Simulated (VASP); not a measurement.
# Pt (Fm-3m) in VASP: single point with LDA

Aim: the single point of Pt with LDA.

Program: VASP 6.6.1. These are calculated values, not measurements. Logs are shortened: lines on timing, memory, paths and dates and some standing lists are left out, and cuts for length are marked.

## 1. The cell of the first run

The structure is cubic, space group Fm-3m (No. 225). Conventional cell: a = 3.943 Å, b = 3.943 Å, c = 3.943 Å, α = 90.00°, β = 90.00°, γ = 90.00°. Within 3.7 Å of Pt (site symmetry m-3m) lie 12 Pt at 2.79 Å.

## 2. Single point, LDA, non-collinear spin, zero start, spin-orbit coupling

INCAR

```
SYSTEM = Pt
PREC = Accurate
ENCUT = 520
EDIFF = 1E-6
ISMEAR = -1
SIGMA = 0.05
LREAL = .FALSE.
LASPH = .TRUE.
NELM = 150
ALGO = Normal
ISIF = 2
LWAVE = .FALSE.
LCHARG = .FALSE.
LNONCOLLINEAR = .TRUE.
MAGMOM = 0 0 0
LORBIT = 11
LSORBIT = .TRUE.
GGA_COMPAT = .FALSE.
LORBMOM = .TRUE.
LMAXMIX = 4
NBANDS = 21
```

KPOINTS

```
regular mesh
0
G
  16 16 16
  0 0 0
```

POSCAR

```
Pt
1.0
    0.0000000000      1.9715751809      1.9715751809
    1.9715751809      0.0000000000      1.9715751809
    1.9715751809      1.9715751809      0.0000000000
Pt
1
Direct
    0.0000000000      0.0000000000      0.0000000000
```

Potentials or basis: VASP PAW LDA potentials, release 64 (Pt).

On the command line:

```bash
cat potpaw_LDA.64/Pt/POTCAR > POTCAR
mpirun -np 1 vasp_ncl > vasp.out
```

OUTCAR:

```text
SYSTEM = Pt
   PREC = Accurate
   ENCUT = 520
   EDIFF = 1E-6
   ISMEAR = -1
   LREAL = .FALSE.
   LASPH = .TRUE.
   NELM = 150
   ISIF = 2
   LNONCOLLINEAR = .TRUE.
   LORBIT = 11
   LSORBIT = .TRUE.

 ion  position               nearest neighbor table
   1  0.000  0.000  0.000-

  LATTYP: Found a face centered cubic cell.
 ALAT       =     3.9431503618

  Lattice vectors:

 A1 = (   0.0000000000,   1.9715751809,   1.9715751809)
 A2 = (   1.9715751809,   0.0000000000,   1.9715751809)
 A3 = (   1.9715751809,   1.9715751809,   0.0000000000)

Analysis of symmetry for initial positions (statically):
=====================================================================
 Subroutine PRICEL returns:
 Original cell was already a primitive cell.

 Routine SETGRP: Setting up the symmetry group for a
 face centered cubic supercell.

 Subroutine GETGRP returns: Found 48 space group operations
 (whereof 48 operations were pure point group operations)
 out of a pool of 48 trial point group operations.

The static configuration has the point symmetry O_h .

Analysis of symmetry for dynamics (positions and initial velocities):
=====================================================================
 Subroutine PRICEL returns:
 Original cell was already a primitive cell.

 Routine SETGRP: Setting up the symmetry group for a
 face centered cubic supercell.

 Subroutine GETGRP returns: Found 48 space group operations
 (whereof 48 operations were pure point group operations)
 out of a pool of 48 trial point group operations.

The dynamic configuration has the point symmetry O_h .

Analysis of structural, dynamic, and magnetic symmetry:
=====================================================================
 Subroutine PRICEL returns:
 Original cell was already a primitive cell.

 Routine SETGRP: Setting up the symmetry group for a
 face centered cubic supercell.

 Subroutine GETGRP returns: Found 48 space group operations
 (whereof 48 operations were pure point group operations)
 out of a pool of 48 trial point group operations.

The overall configuration has the point symmetry O_h .

 Subroutine INISYM returns: Found 48 space group operations
 (whereof 48 operations are pure point group operations),
 and found     1 'primitive' translations

----------------------------------------------------------------------------------------

                                     Primitive cell

  volume of cell :      15.3275

  direct lattice vectors                    reciprocal lattice vectors
     0.000000000  1.971575181  1.971575181    -0.253604329  0.253604329  0.253604329
     1.971575181  0.000000000  1.971575181     0.253604329 -0.253604329  0.253604329
     1.971575181  1.971575181  0.000000000     0.253604329  0.253604329 -0.253604329

  length of vectors
     2.788228360  2.788228360  2.788228360     0.439255582  0.439255582  0.439255582

  position of ions in fractional coordinates (direct lattice)
     0.000000000  0.000000000  0.000000000

  ion indices of the primitive-cell ions
   primitive index   ion index
                 1           1

----------------------------------------------------------------------------------------

 KPOINTS: regular mesh

Automatic generation of k-mesh.
 Grid dimensions read from file:
 generate k-points for:   16   16   16

 Generating k-lattice:

  Cartesian coordinates                     Fractional coordinates (reciprocal lattice)
    -0.015850271  0.015850271  0.015850271     0.062500000  0.000000000  0.000000000
     0.015850271 -0.015850271  0.015850271     0.000000000  0.062500000  0.000000000
     0.015850271  0.015850271 -0.015850271     0.000000000  0.000000000  0.062500000

  Length of vectors
     0.027453474  0.027453474  0.027453474

  Shift w.r.t. Gamma in fractional coordinates (k-lattice)
     0.000000000  0.000000000  0.000000000

[... 48 lines left out ...]
   ENCUT  =  520.0 eV  38.22 Ry    6.18 a.u.   5.18  5.18  5.18*2*pi/ulx,y,z
   NELM   =    150;   NELMIN=  2; NELMDL= -5     # of ELM steps
   EDIFF  = 0.1E-05   stopping-criterion for ELM
   LREAL  =      F    real-space projection
   EDIFFG = 0.1E-04   stopping-criterion for IOM
   NSW    =      0    number of steps for IOM
   IBRION =     -1    ionic relax: 0-MD 1-quasi-New 2-CG
   NFREE  =      0    steps in history (QN), initial steepest desc. (CG)
   ISIF   =      2    stress and relaxation
   ISYM   =      2    0-nonsym 1-usesym 2-fastsym
   POTIM  = 0.5000    time-step for ionic-motion
   TEBEG  =    0.0;   TEEND  =   0.0 temperature during run
   PSTRESS=    0.0 pullay stress
   NELECT =      10.0000    total number of electrons
   NUPDOWN=      -1.0000    fix difference up-down
   EMIN   =  10.00;   EMAX   =-10.00  energy-range for DOS
   EFERMI =   0.00;   METHOD = LEGACY
   ISMEAR =    -1;   SIGMA  =   0.05  broadening in eV -4-tet -1-fermi 0-gaus
   EFERMI_NEDOS =   21; number of points for ismear=-14 and -15
   IALGO  =     38    algorithm
   IMIX   =      4    mixing-type and parameters
     AMIX     =   0.40;   BMIX     =  1.00
     AMIX_MAG =   1.60;   BMIX_MAG =  1.00
  volume/ion in A,a.u.               =      15.33       103.43
  Fermi-wavevector in a.u.,A,eV,Ry     =   1.419880  2.683183 27.430132  2.016058
  Thomas-Fermi vector in A             =   2.540854
   LORBIT       =     11    0 simple, 1 ext, 2 COOP (PROOUT), +10 PAW based schemes
   GGA     = CA    functional components
   LHFCALC =     F    Hartree Fock is set to
   AEXX    =    0.0000 exact exchange contribution
   IVDW    =     0    specifies the selected vdW correction
   LEPSILON=     F    determine dielectric tensor
   LRPA    =     F    only Hartree local field effects (RPA)
  energy-cutoff  :      520.00
  volume of cell :       15.33
 maximum number of plane-waves:       856
 NGX is ok and might be reduce to    24
   NGX = 11   NGY = 11   NGZ = 11

 number of electron      10.0000000 magnetization       0.0000000      0.0000000      0.0000000

 number of electron      10.0000001 magnetization      -0.0000000     -0.0000000     -0.0000000

 number of electron      10.0000001 magnetization      -0.0000000      0.0000000      0.0000000

 number of electron      10.0000001 magnetization       0.0000000     -0.0000000     -0.0000000

 Free energy of the ion-electron system (eV)
  ---------------------------------------------------
  ext. energy  EPLUGINS =         0.00000000
  ---------------------------------------------------
  free energy    TOTEN  =        -7.89116362 eV

  energy without entropy =       -7.87479708  energy(sigma->0) =       -7.88298035

 E-fermi :  10.8900     XC(G=0): -13.5961

 val. band max:       10.8874237878   @ k =  -0.3125   0.3750   0.1875
 cond. band min:      10.9032998412   @ k =  -0.4375   0.3125   0.0000
 fundamental gap:      0.0158760533
 Fermi energy:        10.8900290783

 k-point     1 :       0.0000    0.0000    0.0000
  band No.  band energies     occupation
      1       0.7632      1.00000
      2       0.7632      1.00000
      3       6.6459      1.00000
      4       6.6459      1.00000
      5       6.6459      1.00000
      6       6.6459      1.00000
[... 565 lines left out ...]
     20      31.2326      0.00000
     21      37.0662      0.00000

 [... further k-points ...]

------------------------ aborting loop because EDIFF is reached ----------------------------------------

  FORCE on cell =-STRESS in cart. coord.  units (eV):
  Direction    XX          YY          ZZ          XY          YZ          ZX
  --------------------------------------------------------------------------------------
  -------------------------------------------------------------------------------------
  Total       -0.8476491     -0.8476491     -0.8476491     -0.0000000      0.0000000      0.0000000
  in kB      -88.6046813    -88.6046813    -88.6046813     -0.0000000      0.0000000      0.0000000
  external PRESSURE =     -88.6046813 kB  Pullay stress =       0.0000000 kB

 VOLUME and BASIS-vectors are now :
 -----------------------------------------------------------------------------
  energy-cutoff  :      520.00
  volume of cell :       15.33
      direct lattice vectors                 reciprocal lattice vectors
     0.000000000  1.971575181  1.971575181    -0.253604329  0.253604329  0.253604329
     1.971575181  0.000000000  1.971575181     0.253604329 -0.253604329  0.253604329
     1.971575181  1.971575181  0.000000000     0.253604329  0.253604329 -0.253604329

 POSITION                                       TOTAL-FORCE (eV/Angst)
 -----------------------------------------------------------------------------------
      0.00000      0.00000      0.00000         0.000000      0.000000      0.000000
 -----------------------------------------------------------------------------------
    total drift:                               -0.000000      0.000000     -0.000000

  FREE ENERGIE OF THE ION-ELECTRON SYSTEM (eV)
  ---------------------------------------------------
  free  energy   TOTEN  =        -7.8911636198 eV

  energy  without entropy=       -7.8747970783  energy(sigma->0) =       -7.88298035

 orbital moment (x)

 # of ion     p       d       tot
 ----------------------------------------
  1         0.000  -0.000  -0.000
 ----------------------------------------
            0.000  -0.000  -0.000

 orbital moment (y)

 # of ion     p       d       tot
 ----------------------------------------
  1         0.000  -0.000  -0.000
 ----------------------------------------
            0.000  -0.000  -0.000

 orbital moment (z)

 # of ion     p       d       tot
 ----------------------------------------
  1         0.000   0.000   0.000
 ----------------------------------------
            0.000   0.000   0.000

 Spin-Orbit-Coupling matrix elements

 Ion:    1  E_soc:     -0.7954912
 l=   1
     0.0000000    -0.0333946    -0.0333946
    -0.0333946     0.0000000    -0.0333946
    -0.0333946    -0.0333946     0.0000000
 l=   2
     0.0000000    -0.0174036     0.0000000    -0.0174036    -0.0817837
    -0.0174036     0.0000000    -0.0613378    -0.0174036    -0.0204459
     0.0000000    -0.0613378     0.0000000    -0.0613378     0.0000000
    -0.0174036    -0.0174036    -0.0613378     0.0000000    -0.0204459
    -0.0817837    -0.0204459     0.0000000    -0.0204459     0.0000000
 l=   3
     0.0000000     0.0000000     0.0000000     0.0000000     0.0000000     0.0000000     0.0000000
     0.0000000     0.0000000     0.0000000     0.0000000     0.0000000     0.0000000     0.0000000
     0.0000000     0.0000000     0.0000000     0.0000000     0.0000000     0.0000000     0.0000000
     0.0000000     0.0000000     0.0000000     0.0000000     0.0000000     0.0000000     0.0000000
     0.0000000     0.0000000     0.0000000     0.0000000     0.0000000     0.0000000     0.0000000
     0.0000000     0.0000000     0.0000000     0.0000000     0.0000000     0.0000000     0.0000000
     0.0000000     0.0000000     0.0000000     0.0000000     0.0000000     0.0000000     0.0000000

 total charge

# of ion       s       p       d       tot
------------------------------------------
    1        0.634   0.609   8.018   9.262

 magnetization (x)

# of ion       s       p       d       tot
------------------------------------------
    1        0.000   0.000   0.000   0.000

 magnetization (y)

# of ion       s       p       d       tot
------------------------------------------
    1        0.000   0.000   0.000   0.000

 magnetization (z)

# of ion       s       p       d       tot
------------------------------------------
    1       -0.000   0.000  -0.000  -0.000
```

Run time: 1.9 min. Hardware: 1 thread of Intel Xeon 8259CL, shared host; peak memory 0.22 GiB.

What came out:

| Quantity | Value |
| --- | --- |
| Free energy | -7.8912 eV |
| Pressure | -8.9 GPa |
| Net moment | 0.00 μB per cell |
| Valence electrons inside the program's atomic spheres | Pt 9.26 |

Moments on the atoms (μB; x, y, z):
```
Pt  0.00 0.00 0.00
```

Caveat: the cell stands under tension.
